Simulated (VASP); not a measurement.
Crystal: Ta3AsAu2O13.

```
CELL_PARAMETERS angstrom
5.72385 -0.00745 -0.00403
1.30279 6.25499 0.00561
0.27574 1.30074 8.36754
ATOMIC_POSITIONS crystal
Ta 0.21713 0.30521 0.58431
Ta 0.03325 0.11123 0.99855
Ta 0.58248 0.62145 0.50482
As 0.58707 0.89691 0.83049
Au 0.58004 0.09228 0.18613
Au 0.04485 0.82077 0.44682
O 0.66201 0.69726 0.71088
O 0.51632 0.13418 0.69625
O 0.85098 0.88773 0.91932
O 0.34466 0.87003 0.94651
O 0.73015 0.29240 0.03095
O 0.24622 0.21809 0.11075
O 0.12900 0.09398 0.49104
O 0.48032 0.38887 0.43499
O 0.05966 0.26685 0.78594
O 0.93330 0.53240 0.45645
O 0.49975 0.85161 0.34971
O 0.25256 0.62988 0.62473
O 0.91878 0.95175 0.22636
```

Base run:

- Program: VASP 6.6.1
- Functional: RPBE
- Potentials or basis: VASP PAW PBE potentials, release 64 (Ta_pv, As, Au, O)
- Cutoff: 520 eV
- k mesh: 4 × 4 × 3
- Occupations: fermi-dirac, width 0.05 eV
- Spin: no spin polarisation

Its results: band gap on the k mesh 1.28 eV (least direct gap 1.34 eV); pressure 3.9 GPa; largest force 0.486 eV/Å.

**Question.** The run is repeated on the same cell with these changes: functional from RPBE to PBE; k mesh from 4 × 4 × 3 to 3 × 3 × 2. What comes out?

**Answer.** Band gap on the k mesh 1.29 eV (least direct gap 1.35 eV); pressure 0.9 GPa; largest force 0.364 eV/Å.

Several settings changed at once.

Caveats: spin-orbit coupling is left out, which moves the levels of the heavy elements; the cell stands under pressure (at least some runs); the PAW data sets were made with another functional, which shifts forces and pressure a little (at least some runs).

A k mesh can miss the band edges.
